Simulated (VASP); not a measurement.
Set up this calculation in VASP 6.6.1, as the native input.

```
Task                   : single point
Functional             : LDA
Potentials or basis    : VASP PAW LDA potentials, release 64 (Cu)
Cutoff                 : 520 eV
k mesh                 : 20 × 20 × 12
Occupations            : gaussian, width 0.15 eV
Spin                   : no spin polarisation
Dipole correction      : no
Further INCAR settings : ALGO = Fast; EDIFF = 1e-06; NBANDS = 18
```

The structure of Cu lies in POSCAR:

```
Cu
1.0
   -1.4273957350      1.4273957350      1.3410790631
    1.4273957350     -1.4273957350      1.3410790631
    2.8547914700      2.8547914700      0.0000000000
Cu
2
Direct
   -0.0270304720     -0.0270304720      0.0000000000
    0.5270304720      0.5270304720      0.5000000000
```

This cell differs from its parent crystal: mode 1 frozen in at +0.000 Å and mode 5 at -0.072 Å (largest displacements).

These files were run (other wordings do the same):

INCAR

```
SYSTEM = Cu
  PREC = Accurate
  ENCUT = 520
  EDIFF = 1E-6
  ISMEAR = 0
  SIGMA = 0.15
  LREAL = .FALSE.
  LASPH = .TRUE.
  NELM = 100
  ALGO = Fast
  ISIF = 2
  LWAVE = .FALSE.
  LCHARG = .FALSE.
  NBANDS = 18
```

KPOINTS

```
regular mesh
0
G
  20 20 12
  0 0 0
```

Potentials or basis: VASP PAW LDA potentials, release 64 (Cu).

The run is started by

```bash
$ cat potpaw_LDA.64/Cu/POTCAR > POTCAR
$ mpirun -np 1 vasp_std > vasp.out
```

It gave:

```
Pressure               : 3.3 GPa
Largest force          : 0.511 eV/Å
Band gap on the k mesh : zero (band 11 reaches 12.98 eV, above the bottom of band 12 at 6.17 eV)
```

Caveat: the cell differs from its parent crystal (mode 1 frozen in at +0.000 Å and mode 5 at -0.072 Å (largest displacements)).

It took 2.7 min on 1 thread of Intel(R) Xeon(R) Platinum 8488C (Sapphire Rapids), with other jobs on the host, peak memory 0.33 GiB.
